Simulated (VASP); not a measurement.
# Sr (Immm) in VASP: further runs

Runs on Sr. Level: PBEsol. Tasks: single point.

Everything below comes from runs of VASP 6.6.1. Logs are shortened: lines on timing, memory, paths and dates and some standing lists are left out, and cuts for length are marked.

## Step 1: The cell of the first run

The structure is orthorhombic, space group Immm (No. 71). The conventional cell has a = 4.292 Å, b = 4.313 Å, c = 6.085 Å, α = 90.00°, β = 90.00°, γ = 90.00°. Sr (site symmetry mmm) has 12 Sr at 4.29 to 4.31 Å within 5.6 Å.

## Step 2: Single point, PBEsol (strain +0.0050 x Voigt [0, 0, 0, 0, 1, 0])

Input file INCAR:

```
  PREC = Accurate
  ENCUT = 520
  EDIFF = 1E-7
  ISMEAR = 0
  SIGMA = 0.03
  LREAL = False
  LASPH = True
  NELM = 100
  ALGO = Normal
  ISIF = 2
  LWAVE = False
  LCHARG = False
  GGA = PS
  NBANDS = 11
```

Input file KPOINTS:

```
Automatic mesh
0
Gamma
  10 10 10
```

Input file POSCAR:

```
Sr
1.0
    0.0076058750      3.0423500000      3.0423500000
    3.0499558750      0.0000000000      3.0499558750
    3.0423500000      3.0423500000      0.0076058750
Sr
1
Direct
    0.0000000000      0.0000000000      0.0000000000
```

Potentials or basis: VASP PAW PBE potentials, release 64 (Sr_sv).

Started as:

```sh
$ cat potpaw_PBE.64/Sr_sv/POTCAR > POTCAR
$ mpirun -np 1 vasp_std > vasp.out
```

OUTCAR:

```text
PREC = Accurate
   ENCUT = 520
   EDIFF = 1E-7
   ISMEAR = 0
   LREAL = False
   LASPH = True
   NELM = 100
   ISIF = 2
   GGA = PS

 ion  position               nearest neighbor table
   1  0.000  0.000  0.000-

  LATTYP: Found a body centered orthorhombic cell.
 ALAT       =     4.2917762999
 B/A-ratio  =     1.0050125313
 C/A-ratio  =     1.4177579573

  Lattice vectors:

 A1 = (   0.0076058750,  -3.0423500000,   3.0423500000)
 A2 = (  -0.0076058750,  -3.0423500000,  -3.0423500000)
 A3 = (   3.0423500000,   3.0423500000,   0.0076058750)

Analysis of symmetry for initial positions (statically):
=====================================================================
 Subroutine PRICEL returns:
 Original cell was already a primitive cell.

 Routine SETGRP: Setting up the symmetry group for a
 body centered orthorhombic supercell.

 Subroutine GETGRP returns: Found  8 space group operations
 (whereof  8 operations were pure point group operations)
 out of a pool of  8 trial point group operations.

The static configuration has the point symmetry D_2h.

Analysis of symmetry for dynamics (positions and initial velocities):
=====================================================================
 Subroutine PRICEL returns:
 Original cell was already a primitive cell.

 Routine SETGRP: Setting up the symmetry group for a
 body centered orthorhombic supercell.

 Subroutine GETGRP returns: Found  8 space group operations
 (whereof  8 operations were pure point group operations)
 out of a pool of  8 trial point group operations.

The dynamic configuration has the point symmetry D_2h.

 Subroutine INISYM returns: Found  8 space group operations
 (whereof  8 operations are pure point group operations),
 and found     1 'primitive' translations

----------------------------------------------------------------------------------------

                                     Primitive cell

  volume of cell :      56.3190

  direct lattice vectors                    reciprocal lattice vectors
     0.007605875  3.042350000  3.042350000    -0.164758536  0.164346640  0.164758536
     3.049955875  0.000000000  3.049955875     0.163936798 -0.164346640  0.163936798
     3.042350000  3.042350000  0.007605875     0.164758536  0.164346640 -0.164758536

  length of vectors
     4.302539354  4.313288963  4.302539354     0.285132546  0.284183683  0.285132546

  position of ions in fractional coordinates (direct lattice)
     0.000000000  0.000000000  0.000000000

  ion indices of the primitive-cell ions
   primitive index   ion index
                 1           1

----------------------------------------------------------------------------------------

 KPOINTS: Automatic mesh

Automatic generation of k-mesh.
 Grid dimensions read from file:
 generate k-points for:   10   10   10

 Generating k-lattice:

  Cartesian coordinates                     Fractional coordinates (reciprocal lattice)
    -0.016475854  0.016434664  0.016475854     0.100000000  0.000000000  0.000000000
     0.016393680 -0.016434664  0.016393680     0.000000000  0.100000000  0.000000000
     0.016475854  0.016434664 -0.016475854     0.000000000  0.000000000  0.100000000

  Length of vectors
     0.028513255  0.028418368  0.028513255

  Shift w.r.t. Gamma in fractional coordinates (k-lattice)
     0.000000000  0.000000000  0.000000000

 Subroutine IBZKPT returns following result:
 ===========================================

 Found    171 irreducible k-points:

 Following reciprocal coordinates:
            Coordinates               Weight
  0.000000  0.000000  0.000000      1.000000
  0.100000  0.000000 -0.000000      4.000000
  0.200000  0.000000 -0.000000      4.000000
  0.300000  0.000000 -0.000000      4.000000
  0.400000  0.000000 -0.000000      4.000000
  0.500000  0.000000  0.000000      2.000000
[... 16 lines left out ...]
 -0.400000  0.200000  0.000000      8.000000
 -0.300000  0.200000  0.000000      8.000000
 [... further k-points ...]
   k-points           NKPTS =    171   k-points in BZ     NKDIM =    171   number of bands    NBANDS=     11
   number of dos      NEDOS =    301   number of ions     NIONS =      1
   total plane-waves  NPLWV =  32768
   dimension x,y,z NGX =    32 NGY =   32 NGZ =   32
   dimension x,y,z NGXF=    64 NGYF=   64 NGZF=   64
   ions per type =               1
   NGX,Y,Z   is equivalent  to a cutoff of  12.36, 12.33, 12.36 a.u.
   NGXF,Y,Z  is equivalent  to a cutoff of  24.73, 24.67, 24.73 a.u.
 SYSTEM =  unknown system
   PREC   = accura    normal or accurate (medium, high low for compatibility)
   ISTART =      0    job   : 0-new  1-cont  2-samecut
   ICHARG =      2    charge: 1-file 2-atom 10-const
   ISPIN  =      1    spin polarized calculation?
   LNONCOLLINEAR =      F non collinear calculations
   LSORBIT =      F    spin-orbit coupling
   LASPH  =      T    aspherical Exc in radial PAW
   ENCUT  =  520.0 eV  38.22 Ry    6.18 a.u.   8.00  8.02  8.00*2*pi/ulx,y,z
   NELM   =    100;   NELMIN=  2; NELMDL= -5     # of ELM steps
   EDIFF  = 0.1E-06   stopping-criterion for ELM
   LREAL  =      F    real-space projection
   EDIFFG = 0.1E-05   stopping-criterion for IOM
   NSW    =      0    number of steps for IOM
   IBRION =     -1    ionic relax: 0-MD 1-quasi-New 2-CG
   NFREE  =      0    steps in history (QN), initial steepest desc. (CG)
   ISIF   =      2    stress and relaxation
   ISYM   =      2    0-nonsym 1-usesym 2-fastsym
   POTIM  = 0.5000    time-step for ionic-motion
   TEBEG  =    0.0;   TEEND  =   0.0 temperature during run
   PSTRESS=    0.0 pullay stress
   NELECT =      10.0000    total number of electrons
   NUPDOWN=      -1.0000    fix difference up-down
   EMIN   =  10.00;   EMAX   =-10.00  energy-range for DOS
   EFERMI =   0.00;   METHOD = LEGACY
   ISMEAR =     0;   SIGMA  =   0.03  broadening in eV -4-tet -1-fermi 0-gaus
   EFERMI_NEDOS =   21; number of points for ismear=-14 and -15
   IALGO  =     38    algorithm
   IMIX   =      4    mixing-type and parameters
     AMIX     =   0.40;   BMIX     =  1.00
     AMIX_MAG =   1.60;   BMIX_MAG =  1.00
  volume/ion in A,a.u.               =      56.32       380.06
  Fermi-wavevector in a.u.,A,eV,Ry     =   0.920146  1.738823 11.519617  0.846668
  Thomas-Fermi vector in A             =   2.045418
   LORBIT       =      0    0 simple, 1 ext, 2 COOP (PROOUT), +10 PAW based schemes
   GGA     = PS    functional components
   LHFCALC =     F    Hartree Fock is set to
   AEXX    =    0.0000 exact exchange contribution
   IVDW    =     0    specifies the selected vdW correction
   LEPSILON=     F    determine dielectric tensor
   LRPA    =     F    only Hartree local field effects (RPA)
 non-spin polarized calculation
 Gauss-broadening in eV      SIGMA  =   0.03
  energy-cutoff  :      520.00
  volume of cell :       56.32
 maximum number of plane-waves:      1529
   NGX = 15   NGY = 17   NGZ = 15

 number of electron      10.0000000 magnetization

 Free energy of the ion-electron system (eV)
  ---------------------------------------------------
  ext. energy  EPLUGINS =         0.00000000
  ---------------------------------------------------
  free energy    TOTEN  =        -1.82519381 eV

  energy without entropy =       -1.82393461  energy(sigma->0) =       -1.82456421

 E-fermi :   1.4349     XC(G=0):  -7.3578

 val. band max:        1.4291755678   @ k =  -0.1000   0.5000   0.1000
 cond. band min:       1.4437193839   @ k =  -0.4000   0.2000   0.1000
 fundamental gap:      0.0145438161
 Fermi energy:         1.4349452524

 k-point     1 :       0.0000    0.0000    0.0000
  band No.  band energies     occupation
      1     -35.1658      2.00000
      2     -17.0715      2.00000
      3     -17.0710      2.00000
      4     -17.0705      2.00000
      5      -2.2050      2.00000
      6       3.7051      0.00000
      7       3.7242      0.00000
      8       3.7441      0.00000
      9       5.1613      0.00000
     10       5.1614      0.00000
     11       8.4598      0.00000

 k-point     2 :       0.1000    0.0000   -0.0000
  band No.  band energies     occupation
      1     -35.1646      2.00000
      2     -17.0893      2.00000
      3     -17.0736      2.00000
      4     -17.0729      2.00000
      5      -2.0471      2.00000
      6       3.4968      0.00000
      7       3.7776      0.00000
      8       3.8053      0.00000
      9       5.0655      0.00000
     10       5.0668      0.00000
     11       8.8518      0.00000

 k-point     3 :       0.2000    0.0000   -0.0000
  band No.  band energies     occupation
      1     -35.1614      2.00000
      2     -17.1359      2.00000
      3     -17.0801      2.00000
      4     -17.0792      2.00000
      5      -1.5946      2.00000
      6       2.9654      0.00000
      7       3.8792      0.00000
      8       3.9105      0.00000
      9       4.9958      0.00000
     10       4.9997      0.00000
     11       8.5558      0.00000

 k-point     4 :       0.3000    0.0000   -0.0000
  band No.  band energies     occupation
      1     -35.1575      2.00000
      2     -17.1925      2.00000
      3     -17.0882      2.00000
      4     -17.0870      2.00000
      5      -0.9157      2.00000
      6       2.3777      0.00000
      7       3.7856      0.00000
      8       3.8168      0.00000
      9       5.3134      0.00000
     10       5.3239      0.00000
     11       7.7157      0.00000
[... 239 lines left out ...]
 k-point    22 :       0.5000    0.2000    0.0000
  band No.  band energies     occupation
      1     -35.1517      2.00000
      2     -17.2306      2.00000
      3     -17.1311      2.00000
      4     -17.1109      2.00000
      5       0.5595      2.00000
      6       1.6412      0.00000
      7       2.8694      0.00000
      8       4.0806      0.00000
      9       5.7166      0.00000
     10       6.2486      0.00000
     11       6.6761      0.00000

 k-point    23 :      -0.4000    0.2000    0.0000
  band No.  band energies     occupation
      1     -35.1515      2.00000
      2     -17.2307      2.00000
      3     -17.1408      2.00000
      4     -17.1056      2.00000
      5       0.7676      2.00000
      6       1.5403      0.00000
      7       2.7929      0.00000
      8       4.0160      0.00000
      9       5.8006      0.00000
     10       5.9329      0.00000
     11       6.9308      0.00000

 k-point    24 :      -0.3000    0.2000    0.0000
  band No.  band energies     occupation
      1     -35.1532      2.00000
      2     -17.2108      2.00000
      3     -17.1390      2.00000
      4     -17.0964      2.00000
      5       0.0706      2.00000
      6       2.0952      0.00000
      7       2.8115      0.00000
      8       4.0810      0.00000
      9       5.1180      0.00000
     10       6.3846      0.00000
     11       7.1928      0.00000

 [... further k-points ...]

------------------------ aborting loop because EDIFF is reached ----------------------------------------

  FORCE on cell =-STRESS in cart. coord.  units (eV):
  Direction    XX          YY          ZZ          XY          YZ          ZX
  --------------------------------------------------------------------------------------
  -------------------------------------------------------------------------------------
  Total       -0.3173839     -0.3156998     -0.3173839      0.0000000      0.0000000     -0.0052380
  in kB       -9.0290206     -8.9811117     -9.0290206      0.0000000      0.0000000     -0.1490107
  external PRESSURE =      -9.0130509 kB  Pullay stress =       0.0000000 kB

 VOLUME and BASIS-vectors are now :
 -----------------------------------------------------------------------------
  energy-cutoff  :      520.00
  volume of cell :       56.32
      direct lattice vectors                 reciprocal lattice vectors
     0.007605875  3.042350000  3.042350000    -0.164758536  0.164346640  0.164758536
     3.049955875  0.000000000  3.049955875     0.163936798 -0.164346640  0.163936798
     3.042350000  3.042350000  0.007605875     0.164758536  0.164346640 -0.164758536

 POSITION                                       TOTAL-FORCE (eV/Angst)
 -----------------------------------------------------------------------------------
      0.00000      0.00000      0.00000        -0.000000      0.000000      0.000000
 -----------------------------------------------------------------------------------
    total drift:                                0.000000      0.000000      0.000000

  FREE ENERGIE OF THE ION-ELECTRON SYSTEM (eV)
  ---------------------------------------------------
  free  energy   TOTEN  =        -1.8251938082 eV

  energy  without entropy=       -1.8239346110  energy(sigma->0) =       -1.82456421
```

It took 25 s on 1 thread of Intel Xeon 6975P-C (Granite Rapids), shared host; peak memory 0.25 GiB.

What came out:

```
Free energy            : -1.8252 eV
Pressure               : -0.9 GPa
Band gap on the k mesh : zero (bands 5 and 6 overlap by 0.06 eV)
```

Caveat: the cell differs from its parent crystal (strain +0.0050 x Voigt [0, 0, 0, 0, 1, 0]); the PAW data sets were made with another functional, which shifts forces and pressure a little.

## Step 3: Single point, PBEsol (strain +0.0175 x Voigt [0, 0, 0, 0, 1, 0])

INCAR is that of step 2.

KPOINTS is that of step 2.

Input file POSCAR:

```
Sr
1.0
    0.0266205625      3.0423500000      3.0423500000
    3.0689705625      0.0000000000      3.0689705625
    3.0423500000      3.0423500000      0.0266205625
Sr
1
Direct
    0.0000000000      0.0000000000      0.0000000000
```

Potentials or basis: VASP PAW PBE potentials, release 64 (Sr_sv).

Started as:

```sh
$ cat potpaw_PBE.64/Sr_sv/POTCAR > POTCAR
$ mpirun -np 1 vasp_std > vasp.out
```

It took 24 s on 1 thread of Intel Xeon 6975P-C (Granite Rapids), shared host; peak memory 0.25 GiB.

It converged, with:

```yaml
Free_energy: -1.8250 eV
Pressure: -0.9 GPa
Band_gap_on_the_k_mesh: zero (bands 5 and 6 overlap by 0.08 eV)
```

Stress tensor (GPa, compression positive):
```
-0.91  0.00 -0.07
 0.00 -0.87  0.00
-0.07  0.00 -0.91
```

Levels at points of the mesh, in eV from the Fermi level:
```
           k point  band 1  band 2  band 3  band 4  band 5  band 6  band 7  band 8  band 9  band 10
(0.00, 0.00, 0.00)  -36.60  -18.51  -18.51  -18.51   -3.64    2.22    2.28    2.36    3.73     3.73
(0.50, 0.00, 0.00)  -36.59  -18.70  -18.54  -18.53   -1.12    0.06    2.07    2.18    4.72     4.78
(0.00, 0.50, 0.00)  -36.59  -18.69  -18.54  -18.53   -1.17    0.00    2.10    2.21    4.70     4.77
(0.50, 0.50, 0.00)  -36.59  -18.68  -18.57  -18.57   -0.64    0.34    0.99    4.75    5.04     5.04
(0.50, 0.00, 0.50)  -36.59  -18.68  -18.58  -18.57   -0.64    0.33    0.98    4.75    5.03     5.04
```

Caveat: the cell differs from its parent crystal (strain +0.0175 x Voigt [0, 0, 0, 0, 1, 0]); the PAW data sets were made with another functional, which shifts forces and pressure a little.

## Step 4: Single point, PBEsol (strain +0.0125 x Voigt [0, 0, 0, 0, 1, 0])

Input file INCAR:

```
ALGO = Normal
EDIFF = 1E-6
ENCUT = 520
GGA = PS
ISIF = 2
ISMEAR = 0
LASPH = True
LCHARG = True
LELF = True
LREAL = False
LVHAR = True
LWAVE = False
NBANDS = 11
NELM = 80
PREC = Accurate
SIGMA = 0.03
```

Input file KPOINTS:

```
k-points
0
Gamma
  10 10 10
```

Input file POSCAR:

```
Sr
1.0
    0.0190146875      3.0423500000      3.0423500000
    3.0613646875      0.0000000000      3.0613646875
    3.0423500000      3.0423500000      0.0190146875
Sr
1
Direct
    0.0000000000      0.0000000000      0.0000000000
```

Started as:

```sh
$ cat potpaw_PBE.64/Sr_sv/POTCAR > POTCAR
$ mpirun -np 1 vasp_std > vasp.out
```

Run time: 22 s. Hardware: 1 thread of Intel Xeon 6975P-C (Granite Rapids), shared host; peak memory 0.24 GiB.

It converged, with:

```yaml
Free_energy: -1.8251 eV
Pressure: -0.9 GPa
Band_gap_on_the_k_mesh: zero (bands 5 and 6 overlap by 0.07 eV)
```

Levels at points of the mesh, in eV from the Fermi level:
| k point | band 3 | band 4 | band 5 | band 6 | band 7 | band 8 |
| --- | --- | --- | --- | --- | --- | --- |
| (0.00, 0.00, 0.00) | -18.51 | -18.51 | -3.64 | 2.24 | 2.29 | 2.34 |
| (0.50, 0.00, 0.00) | -18.53 | -18.53 | -1.12 | 0.05 | 2.09 | 2.17 |
| (0.00, 0.50, 0.00) | -18.53 | -18.53 | -1.16 | 0.01 | 2.11 | 2.19 |
| (0.50, 0.50, 0.00) | -18.57 | -18.57 | -0.64 | 0.34 | 0.99 | 4.75 |
| (0.50, 0.00, 0.50) | -18.57 | -18.57 | -0.64 | 0.34 | 0.98 | 4.75 |

Caveat: the cell differs from its parent crystal (strain +0.0125 x Voigt [0, 0, 0, 0, 1, 0]); the PAW data sets were made with another functional, which shifts forces and pressure a little.

[end of part 1 of 2]
